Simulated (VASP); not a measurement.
Set up this calculation in VASP 6.6.1, as the native input.

```yaml
Task: single point
Functional: PBE
Potentials_or_basis: VASP PAW PBE potentials, release 64 (Si, F)
Cutoff: 520 eV
k_mesh: 12 × 12 × 8
Occupations: gaussian, width 0.1 eV
Spin: no spin polarisation
Dipole_correction: no
Further_INCAR_settings: ALGO = Normal; EDIFF = 1e-06; NBANDS = 29
```

The structure of Si3F lies in POSCAR:

```
Si3F
1.0
    5.1500726348      0.0000000000      0.0000000000
   -2.5750363174      4.4600937331      0.0000000000
    0.0000000000      0.0000000000      4.8751445650
Si F
6 2
Direct
    0.4292773919      0.4292773919      0.2500000000
    0.0000000000      0.4292773919      0.7500000000
    0.5707226081      0.0000000000      0.2500000000
    0.5707226081      0.5707226081      0.7500000000
    0.0000000000      0.5707226081      0.2500000000
    0.4292773919      0.0000000000      0.7500000000
    0.0000000000      0.0000000000      0.0000000000
    0.0000000000      0.0000000000      0.5000000000
```

One way to write it, as run:

INCAR

```
SYSTEM = Si3F
ALGO = Normal ; EDIFF = 1E-6
ENCUT = 520 ; GGA = PE
ISIF = 2 ; ISMEAR = 0
LASPH = .True. ; LCHARG = .False.
LREAL = .False. ; LWAVE = .False.
NBANDS = 29 ; NELM = 100
PREC = Accurate ; SIGMA = 0.1
```

KPOINTS

```
k-points
0
Gamma
  12 12 8
  0 0 0
```

Potentials or basis: VASP PAW PBE potentials, release 64 (Si, F).

Launch:

```bash
$ cat potpaw_PBE.64/Si/POTCAR potpaw_PBE.64/F/POTCAR > POTCAR
$ mpirun -np 1 vasp_std > vasp.out
```

Results of the run:

```json
{"Pressure": "-0.1 GPa", "Largest force": "0.005 eV/Å", "Band gap on the k mesh": "zero (bands 19 and 20 overlap by 2.14 eV)"}
```

It took 120 s on 1 thread of Intel(R) Xeon(R) 6975P-C (Granite Rapids) (shared host), peak memory 0.37 GiB.
